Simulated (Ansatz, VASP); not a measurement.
# One calculation of HfO2, two programs

File INCAR:

```
ALGO = Normal
EDIFF = 1E-6
EDIFFG = -0.01
ENCUT = 600
GGA = PE
IBRION = 2
ISIF = 3
ISMEAR = -1
LASPH = T
LCHARG = F
LDAU = T
LDAUJ = 0 0
LDAUL = 2 -1
LDAUPRINT = 1
LDAUTYPE = 2
LDAUU = 2 0
LMAXMIX = 4
LREAL = F
LWAVE = F
NELM = 150
NSW = 60
PREC = Accurate
SIGMA = 0.05
```

File KPOINTS:

```
k-points
0
Gamma
  9 9 9
```

POSCAR

```
HfO2
1.0
    0.0000000000      2.5575000000      2.5575000000
    2.5575000000      0.0000000000      2.5575000000
    2.5575000000      2.5575000000      0.0000000000
Hf O
1 2
Direct
    0.0000000000      0.0000000000      0.0000000000
    0.7500000000      0.7500000000      0.7500000000
    0.2500000000      0.2500000000      0.2500000000
```

The input input.yaml:

```yaml
crystal:
  lattice:
    - [0.0, 2.5575, 2.5575]
    - [2.5575, 0.0, 2.5575]
    - [2.5575, 2.5575, 0.0]
  atoms:
    - { symbol: Hf, position: [0.0, 0.0, 0.0] }
    - { symbol: O, position: [0.75, 0.75, 0.75] }
    - { symbol: O, position: [0.25, 0.25, 0.25] }
hamiltonian:
  xc: pbe
  pseudopotentials: { kind: paw }
  hubbard: { sites: [{ species: Hf, l: d, u_eff: 2.0 }] }
kpoints:
  mp_grid: { grid: [9, 9, 9] }
scf:
  occupations: { method: fermi_dirac, width: 0.05 }
output:
  forces: true
  stress: true
  eigenvalues: true
  write_density: true
  write_potential: true
  elf: true
  volumetric_format: npy
relax:
  f_tol: 0.01
  max_steps: 40
  cell: { stress_tol: 0.05 }
```

Alike in both runs: task relaxation of cell and atoms; functional PBE; k mesh 9 × 9 × 9; occupations fermi-dirac, width 0.05 eV; no spin polarisation; Hubbard terms Hf d U = 2.0 eV.

|  | VASP | Ansatz |
| --- | --- | --- |
| version | VASP 6.6.1 | Ansatz 0.2.0 |
| potentials or method | VASP PAW PBE potentials, release 64 (Hf_pv, O) | Ansatz PAW |
| plane-wave cutoff (eV) | 600 | 420 |
| valence electrons in the cell | 22 | 38 |

|  | VASP | Ansatz | Ansatz less VASP |
| --- | --- | --- | --- |
| gap on the k mesh at the Fermi level, each at its own relaxed structure (eV) | 4.10 | 4.16 | +0.058 |
| relaxed volume (Å³/atom) | 11.11 | 11.17 | +0.060 |
| relaxed cell length with the largest relative difference (Å) | 3.612 | 3.618 | +0.0065 |

The programs project onto different local orbitals, so the same U acts differently, and such runs can settle in different states. VASP's potentials hold 22 valence electrons a cell and Ansatz's 38, so a difference there can come from the potentials and not from the codes.

Neither program's run includes spin-orbit coupling. Noted on Ansatz's run: odd divisions of the mesh miss points on the zone boundary, where band edges often lie, so the gap on the mesh can be too wide; the plane-wave basis is chosen anew once the cell has moved, so the energies of steps on either side of that aren't comparable.
